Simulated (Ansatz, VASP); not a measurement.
One calculation of MgO, two programs

```xyz
8
Lattice="4.3429 0.0131 -0.1115 -0.0131 -4.0950 0.0922 0.1115 0.0922 -4.0577" Properties=species:S:1:pos:R:3 pbc="T T T"
Mg    0.0250   -0.0600    0.0756
Mg    2.1941   -2.0382   -0.0167
Mg    2.1883    0.0793   -2.0189
Mg    0.0656   -1.9777   -2.0522
O     2.1712    0.0758   -0.0135
O    -0.0312   -2.1016   -0.0145
O     0.0012   -0.0166   -2.0604
O     2.2687   -1.9406   -2.0534
```

Change from the starting cell: all atoms moved at random (sigma 0.06 Å a component), cell strained at random (sigma 0.03).

Alike in both runs: task single point; functional PBEsol; k mesh 6 × 6 × 6; occupations gaussian, width 0.05 eV; no spin polarisation.

|  | VASP | Ansatz |
| --- | --- | --- |
| version | VASP 6.6.1 | Ansatz 0.2.0 |
| potentials or method | VASP PAW PBE potentials, release 64 (Mg, O), cutoff 520 eV | scalar-relativistic, plane waves, PAW |
| valence electrons in the cell | 32 | 64 |

```csv
,VASP,Ansatz,Ansatz less VASP
gap on the k mesh at the Fermi level (eV),4.58,4.58,0.000
least direct gap on the mesh (eV),4.58,4.58,0.000
pressure (GPa),8.6,8.9,+0.39
"traceless stress, the component that is largest in VASP (GPa)",-10.37,-10.27,+0.093
rms of the force components (eV/Å),0.576,0.569,-0.0074
```

VASP's potentials were made for PBE, not for PBEsol. Atom by atom the forces differ by 0.008 eV/Å (rms over components). VASP's potentials hold 32 valence electrons a cell and Ansatz's 64, so a difference there can come from the potentials and not from the codes.
